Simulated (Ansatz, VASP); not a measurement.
**Ti in VASP and in Ansatz**

Contents of INCAR:

```
SYSTEM = Ti
  ALGO = Normal
  EDIFF = 1E-6
  ENCUT = 520
  GGA = PS
  ISIF = 2
  ISMEAR = -1
  LASPH = .True.
  LCHARG = .False.
  LREAL = .False.
  LWAVE = .False.
  NBANDS = 12
  NELM = 100
  PREC = Accurate
  SIGMA = 0.1
```

File KPOINTS:

```
k-points
0
Gamma
  16 16 16
  0 0 0
```

POSCAR

```
Ti
1.0
    0.0000000000      1.6926068672      1.6926068672
    1.6926068672      0.0000000000      1.6926068672
    1.6926068672      1.6926068672      0.0000000000
Ti
1
Direct
    0.0000000000      0.0000000000      0.0000000000
```

Input for Ansatz:

```yaml
crystal:
  lattice:
    - [0.0, 1.6926068672, 1.6926068672]
    - [1.6926068672, 0.0, 1.6926068672]
    - [1.6926068672, 1.6926068672, 0.0]
  atoms:
    - { symbol: Ti, position: [0.0, 0.0, 0.0] }
kpoints:
  mp_grid: { grid: [16, 16, 16] }
scf:
  occupations: { method: fermi_dirac, width: 0.1 }
hamiltonian:
  xc: pbesol
  pseudopotentials: { kind: all_electron, lapw: { basis_error: 0.001 } }
output:
  forces: true
  stress: true
  eigenvalues: true
  populations: true
```

Change from the starting cell: volume scaled by 0.58, LAPW.

Alike in both runs: task single point; functional PBEsol; k mesh 16 × 16 × 16; occupations fermi-dirac, width 0.1 eV; no spin polarisation.

|  | VASP | Ansatz |
| --- | --- | --- |
| version | VASP 6.6.1 | Ansatz 0.2.0 |
| potentials or method | VASP PAW PBE potentials, release 64 (Ti_sv), cutoff 520 eV | all-electron LAPW, scalar-relativistic |

|  | VASP | Ansatz | Ansatz less VASP |
| --- | --- | --- | --- |
| pressure (GPa) | 143.2 | 144.4 | +1.16 |

VASP's potentials were made for PBE, not for PBEsol. Both programs put the cell under a high pressure, so it lies far from rest at this level. Ansatz ran all-electron here, and VASP with PAW potentials.

Noted on VASP's run: the cell as given lies far from equilibrium.
